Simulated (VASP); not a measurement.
# C (R-3m) in VASP: a series of runs, part 2 of 2

VASP 6.6.1. Earlier steps stand in the parts before.

## (4) Single point, LDA (strain along c alone, the other axes held: -1.0 %, then relaxed in part)

The input, INCAR:

```
  PREC = Accurate
  ENCUT = 520
  EDIFF = 1E-6
  ISMEAR = 0
  SIGMA = 0.01
  LREAL = F
  LASPH = T
  NELM = 60
  ALGO = Normal
  ISIF = 2
  LWAVE = F
  LCHARG = F
  GGA = CA
  NBANDS = 36
```

The input, KPOINTS:

```
Automatic mesh
0
Gamma
  18 18 2
```

The input, POSCAR:

```
C
1.0
    2.4448076995      0.0000000000      0.0000000000
   -1.2224038498      2.1172655752      0.0000000000
    0.0000000000      0.0000000000     20.5198371635
C
12
Direct
    0.0000000000      0.0000000000      0.9196873279
    0.3333333333      0.6666666667      0.9196612247
    0.0000000000      0.0000000000      0.7470054420
    0.3333333333      0.6666666667      0.7469793388
    0.6666666667      0.3333333333      0.2530206612
    0.0000000000      0.0000000000      0.2529945580
    0.6666666667      0.3333333333      0.0803387753
    0.0000000000      0.0000000000      0.0803126721
    0.3333333333      0.6666666667      0.5863539946
    0.6666666667      0.3333333333      0.5863278913
    0.3333333333      0.6666666667      0.4136721087
    0.6666666667      0.3333333333      0.4136460054
```

Potentials or basis: VASP PAW LDA potentials, release 64 (C).

Started as:

```bash
$ cat potpaw_LDA.64/C/POTCAR > POTCAR
$ mpirun -np 1 vasp_std > vasp.out
```

OUTCAR:

```text
PREC = Accurate
   ENCUT = 520
   EDIFF = 1E-6
   ISMEAR = 0
   LREAL = F
   LASPH = T
   NELM = 60
   ISIF = 2
   GGA = CA

 ion  position               nearest neighbor table
   1  0.000  0.000  0.920-   2 1.41   2 1.41   2 1.41
   2  0.333  0.667  0.920-   1 1.41   1 1.41   1 1.41
   3  0.000  0.000  0.747-   4 1.41   4 1.41   4 1.41
   4  0.333  0.667  0.747-   3 1.41   3 1.41   3 1.41
   5  0.667  0.333  0.253-   6 1.41   6 1.41   6 1.41
   6  0.000  0.000  0.253-   5 1.41   5 1.41   5 1.41
   7  0.667  0.333  0.080-   8 1.41   8 1.41   8 1.41
   8  0.000  0.000  0.080-   7 1.41   7 1.41   7 1.41
   9  0.333  0.667  0.586-  10 1.41  10 1.41  10 1.41
  10  0.667  0.333  0.586-   9 1.41   9 1.41   9 1.41
  11  0.333  0.667  0.414-  12 1.41  12 1.41  12 1.41
  12  0.667  0.333  0.414-  11 1.41  11 1.41  11 1.41

  LATTYP: Found a hexagonal cell.
 ALAT       =     2.4448076995
 C/A-ratio  =     8.3932315690

  Lattice vectors:

 A1 = (   2.4448076995,   0.0000000000,   0.0000000000)
 A2 = (  -1.2224038498,   2.1172655752,   0.0000000000)
 A3 = (   0.0000000000,   0.0000000000,  20.5198371635)

Analysis of symmetry for initial positions (statically):
=====================================================================
 Subroutine PRICEL returns following result:

  LATTYP: Found a trigonal (rhomboedric) cell.
 ALAT       =     6.9840689445
 COS(alpha) =     0.9387307763

  Lattice vectors:

 A1 = (   1.2224038496,  -0.7057551917,  -6.8399457205)
 A2 = (  -1.2224038495,  -0.7057551919,  -6.8399457225)
 A3 = (  -0.0000000002,   1.4115103835,  -6.8399457205)

   3 primitive cells build up your supercell.

 Routine SETGRP: Setting up the symmetry group for a
 hexagonal supercell.

 Subroutine GETGRP returns: Found 12 space group operations
 (whereof 12 operations were pure point group operations)
 out of a pool of 24 trial point group operations.

The static configuration has the point symmetry D_3d.

Analysis of symmetry for dynamics (positions and initial velocities):
=====================================================================
 Subroutine PRICEL returns following result:

  LATTYP: Found a trigonal (rhomboedric) cell.
 ALAT       =     6.9840689445
 COS(alpha) =     0.9387307763

  Lattice vectors:

 A1 = (   1.2224038496,  -0.7057551917,  -6.8399457205)
 A2 = (  -1.2224038495,  -0.7057551919,  -6.8399457225)
 A3 = (  -0.0000000002,   1.4115103835,  -6.8399457205)

   3 primitive cells build up your supercell.

 Routine SETGRP: Setting up the symmetry group for a
 hexagonal supercell.

 Subroutine GETGRP returns: Found 12 space group operations
 (whereof 12 operations were pure point group operations)
 out of a pool of 24 trial point group operations.

The dynamic configuration has the point symmetry D_3d.

[... 59 lines left out ...]
  0.000000  0.000000  0.000000      1.000000
  0.055556 -0.000000  0.000000      6.000000
  0.111111 -0.000000  0.000000      6.000000
  0.166667 -0.000000  0.000000      6.000000
  0.222222 -0.000000  0.000000      6.000000
  0.277778 -0.000000  0.000000      6.000000
[... 16 lines left out ...]
  0.333333  0.111111  0.000000     12.000000
  0.388889  0.111111  0.000000     12.000000
 [... further k-points ...]
   k-points           NKPTS =     74   k-points in BZ     NKDIM =     74   number of bands    NBANDS=     36
   number of dos      NEDOS =    301   number of ions     NIONS =     12
   total plane-waves  NPLWV =  51840
   dimension x,y,z NGX =    18 NGY =   18 NGZ =  160
   dimension x,y,z NGXF=    36 NGYF=   36 NGZF=  320
   ions per type =              12
   NGX,Y,Z   is equivalent  to a cutoff of  12.24, 12.24, 12.96 a.u.
   NGXF,Y,Z  is equivalent  to a cutoff of  24.48, 24.48, 25.93 a.u.
 SYSTEM =  unknown system
   PREC   = accura    normal or accurate (medium, high low for compatibility)
   ISTART =      0    job   : 0-new  1-cont  2-samecut
   ICHARG =      2    charge: 1-file 2-atom 10-const
   ISPIN  =      1    spin polarized calculation?
   LNONCOLLINEAR =      F non collinear calculations
   LSORBIT =      F    spin-orbit coupling
   LASPH  =      T    aspherical Exc in radial PAW
   ENCUT  =  520.0 eV  38.22 Ry    6.18 a.u.   4.55  4.55 38.15*2*pi/ulx,y,z
   NELM   =     60;   NELMIN=  2; NELMDL= -5     # of ELM steps
   EDIFF  = 0.1E-05   stopping-criterion for ELM
   LREAL  =      F    real-space projection
   EDIFFG = 0.1E-04   stopping-criterion for IOM
   NSW    =      0    number of steps for IOM
   IBRION =     -1    ionic relax: 0-MD 1-quasi-New 2-CG
   NFREE  =      0    steps in history (QN), initial steepest desc. (CG)
   ISIF   =      2    stress and relaxation
   ISYM   =      2    0-nonsym 1-usesym 2-fastsym
   POTIM  = 0.5000    time-step for ionic-motion
   TEBEG  =    0.0;   TEEND  =   0.0 temperature during run
   PSTRESS=    0.0 pullay stress
   NELECT =      48.0000    total number of electrons
   NUPDOWN=      -1.0000    fix difference up-down
   EMIN   =  10.00;   EMAX   =-10.00  energy-range for DOS
   EFERMI =   0.00;   METHOD = LEGACY
   ISMEAR =     0;   SIGMA  =   0.01  broadening in eV -4-tet -1-fermi 0-gaus
   EFERMI_NEDOS =   21; number of points for ismear=-14 and -15
   IALGO  =     38    algorithm
   IMIX   =      4    mixing-type and parameters
     AMIX     =   0.40;   BMIX     =  1.00
     AMIX_MAG =   1.60;   BMIX_MAG =  1.00
  volume/ion in A,a.u.               =       8.85        59.73
  Fermi-wavevector in a.u.,A,eV,Ry     =   1.256292  2.374048 21.473661  1.578270
  Thomas-Fermi vector in A             =   2.390007
   LORBIT       =      0    0 simple, 1 ext, 2 COOP (PROOUT), +10 PAW based schemes
   GGA     = CA    functional components
   LHFCALC =     F    Hartree Fock is set to
   AEXX    =    0.0000 exact exchange contribution
   IVDW    =     0    specifies the selected vdW correction
   LEPSILON=     F    determine dielectric tensor
   LRPA    =     F    only Hartree local field effects (RPA)
 non-spin polarized calculation
 Gauss-broadening in eV      SIGMA  =   0.01
  energy-cutoff  :      520.00
  volume of cell :      106.22
 maximum number of plane-waves:      2910
   NGX =  9   NGY =  9   NGZ = 77

 number of electron      47.9999987 magnetization

 Free energy of the ion-electron system (eV)
  ---------------------------------------------------
  ext. energy  EPLUGINS =         0.00000000
  ---------------------------------------------------
  free energy    TOTEN  =      -121.28671853 eV

  energy without entropy =     -121.28671853  energy(sigma->0) =     -121.28671853

 E-fermi :   4.4977     XC(G=0): -10.6699

 val. band max:        4.4064940178   @ k =   0.3333   0.3333   0.0000
 cond. band min:       4.6490440747   @ k =   0.3333   0.3333   0.0000
 fundamental gap:      0.2425500570
 Fermi energy:         4.4976531838

 k-point     1 :       0.0000    0.0000    0.0000
  band No.  band energies     occupation
      1     -15.0804      2.00000
      2     -15.0197      2.00000
      3     -15.0197      2.00000
      4     -14.8621      2.00000
      5     -14.8621      2.00000
      6     -14.7950      2.00000
[... 925 lines left out ...]
     35      13.6213      0.00000
     36      13.7293      0.00000

 [... further k-points ...]

------------------------ aborting loop because EDIFF is reached ----------------------------------------

  FORCE on cell =-STRESS in cart. coord.  units (eV):
  Direction    XX          YY          ZZ          XY          YZ          ZX
  --------------------------------------------------------------------------------------
  -------------------------------------------------------------------------------------
  Total        0.8027213      0.8027213      0.0758173     -0.0000000      0.0000000     -0.0000000
  in kB       12.1082504     12.1082504      1.1436289     -0.0000000      0.0000000     -0.0000000
  external PRESSURE =       8.4533765 kB  Pullay stress =       0.0000000 kB

 VOLUME and BASIS-vectors are now :
 -----------------------------------------------------------------------------
  energy-cutoff  :      520.00
  volume of cell :      106.22
      direct lattice vectors                 reciprocal lattice vectors
     2.444807700  0.000000000  0.000000000     0.409030125  0.236153653  0.000000000
    -1.222403850  2.117265575  0.000000000     0.000000000  0.472307306  0.000000000
     0.000000000  0.000000000 20.519837164     0.000000000  0.000000000  0.048733330

 POSITION                                       TOTAL-FORCE (eV/Angst)
 -----------------------------------------------------------------------------------
      0.00000      0.00000     18.87183         0.000000      0.000000     -0.000067
     -0.00000      1.41151     18.87130         0.000000      0.000000     -0.001513
      0.00000      0.00000     15.32843        -0.000000      0.000000      0.001513
     -0.00000      1.41151     15.32789        -0.000000     -0.000000      0.000067
      1.22240      0.70576      5.19194         0.000000     -0.000000     -0.000067
      0.00000      0.00000      5.19141         0.000000     -0.000000     -0.001513
      1.22240      0.70576      1.64854        -0.000000     -0.000000      0.001513
      0.00000      0.00000      1.64800        -0.000000     -0.000000      0.000067
     -0.00000      1.41151     12.03189         0.000000      0.000000     -0.000067
      1.22240      0.70576     12.03135         0.000000      0.000000     -0.001513
     -0.00000      1.41151      8.48848        -0.000000     -0.000000      0.001513
      1.22240      0.70576      8.48795         0.000000      0.000000      0.000067
 -----------------------------------------------------------------------------------
    total drift:                                0.000000     -0.000000      0.000000

  FREE ENERGIE OF THE ION-ELECTRON SYSTEM (eV)
  ---------------------------------------------------
  free  energy   TOTEN  =      -121.2867185274 eV

  energy  without entropy=     -121.2867185274  energy(sigma->0) =     -121.28671853
```

Wall time 4.1 min (1 thread of Intel Xeon 8259CL, shared host); peak memory 0.3 GiB.

Results:

* Free energy: -121.2867 eV
* Pressure: 0.8 GPa

Stress tensor (GPa, compression positive):
```
1.21 0.00 0.00
0.00 1.21 0.00
0.00 0.00 0.11
```

Caveat: the cell differs from its parent crystal (strain along c alone, the other axes held: -1.0 %, then relaxed in part).
